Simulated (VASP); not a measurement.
# Be4TeSe3 (Cmmm) in VASP: notebook, part 2 of 2

VASP 6.6.1.

## 3. Single point, PBE

The input, INCAR:

```
SYSTEM = Be4TeSe3
ALGO     = Normal         ! electronic algorithm
EDIFF    = 1E-6           ! SCF threshold, eV
ENCUT    = 600            ! plane-wave cutoff, eV
GGA      = PE             ! functional
GGA_COMPAT= .False.      
ISIF     = 2              ! what is computed and relaxed
ISMEAR   = 0              ! smearing method
LASPH    = .True.         ! aspherical terms in the spheres
LCHARG   = .True.         ! write CHGCAR
LELF     = .True.         ! ELF
LREAL    = .False.        ! projectors in reciprocal space
LVHAR    = .True.       
LWAVE    = .False.        ! write WAVECAR
NBANDS   = 26             ! bands
NELM     = 120            ! most SCF steps
PREC     = Accurate       ! precision mode
SIGMA    = 0.15           ! smearing width, eV
```

The input, KPOINTS:

```
k-points
0
Gamma
  2 2 3
  0 0 0
```

The input, POSCAR:

```
Be4TeSe3
1.0
    3.6699560299     -4.8876257264      0.0000000000
    3.6699560299      4.8876257264      0.0000000000
    0.0000000000      0.0000000000      3.6124909006
Be Te Se
4 1 3
Direct
    0.2566287972      0.7433712028      0.0000000000
    0.2649035560      0.2649035560      0.5000000000
    0.7350964440      0.7350964440      0.5000000000
    0.7433712028      0.2566287972      0.0000000000
    0.0000000000      0.0000000000      0.0000000000
    0.5000000000      0.5000000000      0.0000000000
    0.5000000000      0.0000000000      0.5000000000
    0.0000000000      0.5000000000      0.5000000000
```

Potentials or basis: VASP PAW PBE potentials, release 64 (Be, Te, Se).

Run with:

```
cat potpaw_PBE.64/Be/POTCAR potpaw_PBE.64/Te/POTCAR potpaw_PBE.64/Se/POTCAR > POTCAR
mpirun -np 1 vasp_std > vasp.out
```

OUTCAR:

```text
SYSTEM = Be4TeSe3
   EDIFF = 1E-6
   ENCUT = 600
   GGA = PE
   ISIF = 2
   ISMEAR = 0
   LASPH = .True.
   LREAL = .False.
   NELM = 120
   PREC = Accurate

 ion  position               nearest neighbor table
   1  0.257  0.743  0.000-   6 2.38   5 2.51   7 2.58   8 2.58   7 2.58   8 2.58
   2  0.265  0.265  0.500-   7 2.45   8 2.45   6 2.50   6 2.50   5 2.65   5 2.65
   3  0.735  0.735  0.500-   7 2.45   8 2.45   6 2.50   6 2.50   5 2.65   5 2.65
   4  0.743  0.257  0.000-   6 2.38   5 2.51   7 2.58   8 2.58   7 2.58   8 2.58
   5  0.000  0.000  0.000-   1 2.51   4 2.51   3 2.65   2 2.65   2 2.65   3 2.65
   6  0.500  0.500  0.000-   1 2.38   4 2.38   3 2.50   2 2.50   2 2.50   3 2.50
   7  0.500  0.000  0.500-   2 2.45   3 2.45   1 2.58   4 2.58   1 2.58   4 2.58
   8  0.000  0.500  0.500-   2 2.45   3 2.45   1 2.58   4 2.58   1 2.58   4 2.58

  LATTYP: Found a base centered orthorhombic cell.
 ALAT       =     7.3399120598
 B/A-ratio  =     1.3317940832
 C/A-ratio  =     0.4921708695

  Lattice vectors:

 A1 = (   3.6699560299,  -4.8876257264,   0.0000000000)
 A2 = (   3.6699560299,   4.8876257264,   0.0000000000)
 A3 = (   0.0000000000,   0.0000000000,   3.6124909006)

Analysis of symmetry for initial positions (statically):
=====================================================================
 Subroutine PRICEL returns:
 Original cell was already a primitive cell.

 Routine SETGRP: Setting up the symmetry group for a
 base centered orthorhombic supercell.

 Subroutine GETGRP returns: Found  8 space group operations
 (whereof  8 operations were pure point group operations)
 out of a pool of  8 trial point group operations.

The static configuration has the point symmetry D_2h.

Analysis of symmetry for dynamics (positions and initial velocities):
=====================================================================
 Subroutine PRICEL returns:
 Original cell was already a primitive cell.

 Routine SETGRP: Setting up the symmetry group for a
 base centered orthorhombic supercell.

 Subroutine GETGRP returns: Found  8 space group operations
 (whereof  8 operations were pure point group operations)
 out of a pool of  8 trial point group operations.

The dynamic configuration has the point symmetry D_2h.

 Subroutine INISYM returns: Found  8 space group operations
 (whereof  8 operations are pure point group operations),
 and found     1 'primitive' translations

----------------------------------------------------------------------------------------

                                     Primitive cell

  volume of cell :     129.5972

  direct lattice vectors                    reciprocal lattice vectors
     3.669956030 -4.887625726  0.000000000     0.136241414 -0.102299159  0.000000000
     3.669956030  4.887625726  0.000000000     0.136241414  0.102299159  0.000000000
     0.000000000  0.000000000  3.612490901     0.000000000  0.000000000  0.276817306

  length of vectors
     6.112075139  6.112075139  3.612490901     0.170372653  0.170372653  0.276817306

  position of ions in fractional coordinates (direct lattice)
     0.256628797  0.743371203  0.000000000
     0.264903556  0.264903556  0.500000000
     0.735096444  0.735096444  0.500000000
     0.743371203  0.256628797  0.000000000
     0.000000000  0.000000000  0.000000000
[... 45 lines left out ...]
  0.500000  0.500000  0.000000      1.000000
  0.000000  0.000000  0.333333      2.000000
  0.500000  0.000000  0.333333      4.000000
  0.500000  0.500000  0.333333      2.000000
   k-points           NKPTS =      6   k-points in BZ     NKDIM =      6   number of bands    NBANDS=     26
   number of dos      NEDOS =    301   number of ions     NIONS =      8
   total plane-waves  NPLWV =  75000
   dimension x,y,z NGX =    50 NGY =   50 NGZ =   30
   dimension x,y,z NGXF=   100 NGYF=  100 NGZF=   60
   ions per type =               4   1   3
   NGX,Y,Z   is equivalent  to a cutoff of  13.60, 13.60, 13.81 a.u.
   NGXF,Y,Z  is equivalent  to a cutoff of  27.20, 27.20, 27.61 a.u.
 SYSTEM =  Be4TeSe3
   PREC   = accura    normal or accurate (medium, high low for compatibility)
   ISTART =      0    job   : 0-new  1-cont  2-samecut
   ICHARG =      2    charge: 1-file 2-atom 10-const
   ISPIN  =      1    spin polarized calculation?
   LNONCOLLINEAR =      F non collinear calculations
   LSORBIT =      F    spin-orbit coupling
   LASPH  =      T    aspherical Exc in radial PAW
   ENCUT  =  600.0 eV  44.10 Ry    6.64 a.u.  12.21 12.21  7.22*2*pi/ulx,y,z
   NELM   =    120;   NELMIN=  2; NELMDL= -5     # of ELM steps
   EDIFF  = 0.1E-05   stopping-criterion for ELM
   LREAL  =      F    real-space projection
   EDIFFG = 0.1E-04   stopping-criterion for IOM
   NSW    =      0    number of steps for IOM
   IBRION =     -1    ionic relax: 0-MD 1-quasi-New 2-CG
   NFREE  =      0    steps in history (QN), initial steepest desc. (CG)
   ISIF   =      2    stress and relaxation
   ISYM   =      2    0-nonsym 1-usesym 2-fastsym
   POTIM  = 0.5000    time-step for ionic-motion
   TEBEG  =    0.0;   TEEND  =   0.0 temperature during run
   PSTRESS=    0.0 pullay stress
   NELECT =      32.0000    total number of electrons
   NUPDOWN=      -1.0000    fix difference up-down
   EMIN   =  10.00;   EMAX   =-10.00  energy-range for DOS
   EFERMI =   0.00;   METHOD = LEGACY
   ISMEAR =     0;   SIGMA  =   0.15  broadening in eV -4-tet -1-fermi 0-gaus
   EFERMI_NEDOS =   21; number of points for ismear=-14 and -15
   IALGO  =     38    algorithm
   IMIX   =      4    mixing-type and parameters
     AMIX     =   0.40;   BMIX     =  1.00
     AMIX_MAG =   1.60;   BMIX_MAG =  1.00
  volume/ion in A,a.u.               =      16.20       109.32
  Fermi-wavevector in a.u.,A,eV,Ry     =   1.027053  1.940849 14.351948  1.054838
  Thomas-Fermi vector in A             =   2.160978
   LORBIT       =      0    0 simple, 1 ext, 2 COOP (PROOUT), +10 PAW based schemes
   GGA     = PE    functional components
   LHFCALC =     F    Hartree Fock is set to
   AEXX    =    0.0000 exact exchange contribution
   IVDW    =     0    specifies the selected vdW correction
   LEPSILON=     F    determine dielectric tensor
   LRPA    =     F    only Hartree local field effects (RPA)
 non-spin polarized calculation
 Gauss-broadening in eV      SIGMA  =   0.15
  energy-cutoff  :      600.00
  volume of cell :      129.60
 maximum number of plane-waves:      4362
 NGX is ok and might be reduce to    50
   NGX = 25   NGY = 25   NGZ = 15

 number of electron      31.9999999 magnetization

 Free energy of the ion-electron system (eV)
  ---------------------------------------------------
  ext. energy  EPLUGINS =         0.00000000
  ---------------------------------------------------
  free energy    TOTEN  =       -29.20832455 eV

  energy without entropy =      -29.20217935  energy(sigma->0) =      -29.20525195

 E-fermi :   6.2992     XC(G=0): -10.1221

 val. band max:        6.1088693246   @ k =   0.5000   0.0000   0.0000
 cond. band min:       6.4580854509   @ k =   0.0000   0.0000   0.0000
 fundamental gap:      0.3492161264
 Fermi energy:         6.2992327625

 k-point     1 :       0.0000    0.0000    0.0000
  band No.  band energies     occupation
      1      -8.7454      2.00000
      2      -7.0447      2.00000
      3      -6.9431      2.00000
      4      -5.1766      2.00000
      5      -1.1290      2.00000
      6      -1.0189      2.00000
[... 163 lines left out ...]
     25      10.6153      0.00000
     26      10.6789      0.00000

------------------------ aborting loop because EDIFF is reached ----------------------------------------

  FORCE on cell =-STRESS in cart. coord.  units (eV):
  Direction    XX          YY          ZZ          XY          YZ          ZX
  --------------------------------------------------------------------------------------
  -------------------------------------------------------------------------------------
  Total       -0.1797321      0.0293681      0.2919361      0.0000000      0.0000000      0.0000000
  in kB       -2.2219821      0.3630704      3.6091326      0.0000000      0.0000000      0.0000000
  external PRESSURE =       0.5834070 kB  Pullay stress =       0.0000000 kB

 VOLUME and BASIS-vectors are now :
 -----------------------------------------------------------------------------
  energy-cutoff  :      600.00
  volume of cell :      129.60
      direct lattice vectors                 reciprocal lattice vectors
     3.669956030 -4.887625726  0.000000000     0.136241414 -0.102299159  0.000000000
     3.669956030  4.887625726  0.000000000     0.136241414  0.102299159  0.000000000
     0.000000000  0.000000000  3.612490901     0.000000000  0.000000000  0.276817306

 POSITION                                       TOTAL-FORCE (eV/Angst)
 -----------------------------------------------------------------------------------
      3.66996      2.37901      0.00000         0.000000      0.007477     -0.000000
      1.94437      0.00000      1.80625        -0.000160      0.000000     -0.000000
      5.39554      0.00000      1.80625         0.000160      0.000000     -0.000000
      3.66996     -2.37901      0.00000         0.000000     -0.007477      0.000000
      0.00000      0.00000      0.00000         0.000000      0.000000     -0.000000
      3.66996      0.00000      0.00000        -0.000000      0.000000     -0.000000
      1.83498     -2.44381      1.80625         0.000000      0.000000     -0.000000
      1.83498      2.44381      1.80625         0.000000      0.000000     -0.000000
 -----------------------------------------------------------------------------------
    total drift:                                0.000000     -0.000000      0.000000

  FREE ENERGIE OF THE ION-ELECTRON SYSTEM (eV)
  ---------------------------------------------------
  free  energy   TOTEN  =       -29.2083245549 eV

  energy  without entropy=      -29.2021793543  energy(sigma->0) =      -29.20525195
```

Run time: 33 s. Hardware: 1 thread of AMD EPYC 7R43 (Zen 3), shared host; peak memory 0.22 GiB.

What came out:

* Free energy: -29.2083 eV
* Pressure: 0.1 GPa
* Largest force: 0.007 eV/Å
* Band gap on the k mesh: 0.35 eV, indirect (least direct gap 0.44 eV)

Forces on the atoms (eV/Å):
```
Be   0.000  0.007  0.000
Be   0.000  0.000  0.000
Be   0.000  0.000  0.000
Be   0.000 -0.007  0.000
Te   0.000  0.000  0.000
Se   0.000  0.000  0.000
Se   0.000  0.000  0.000
Se   0.000  0.000  0.000
```

Levels at points of the mesh, in eV from the valence-band top:
| k point | band 12 | band 13 | band 14 | band 15 | band 16 | band 17 | band 18 | band 19 | band 20 | band 21 |
| --- | --- | --- | --- | --- | --- | --- | --- | --- | --- | --- |
| (0.00, 0.00, 0.00) | -0.92 | -0.90 | -0.79 | -0.10 | -0.09 | 0.35 | 2.22 | 2.53 | 2.63 | 2.84 |
| (0.50, 0.00, 0.00) | -2.23 | -1.16 | -0.96 | -0.29 | 0.00 | 1.02 | 1.10 | 3.06 | 3.99 | 4.03 |
| (0.50, 0.50, 0.00) | -2.39 | -2.34 | -2.18 | -1.23 | -0.58 | 1.82 | 2.03 | 2.24 | 2.37 | 3.78 |

Caveat: the k points lie up to 0.58 Å⁻¹ apart; spin-orbit coupling is left out, which moves the levels of the heavy elements. A k mesh can miss the band edges.
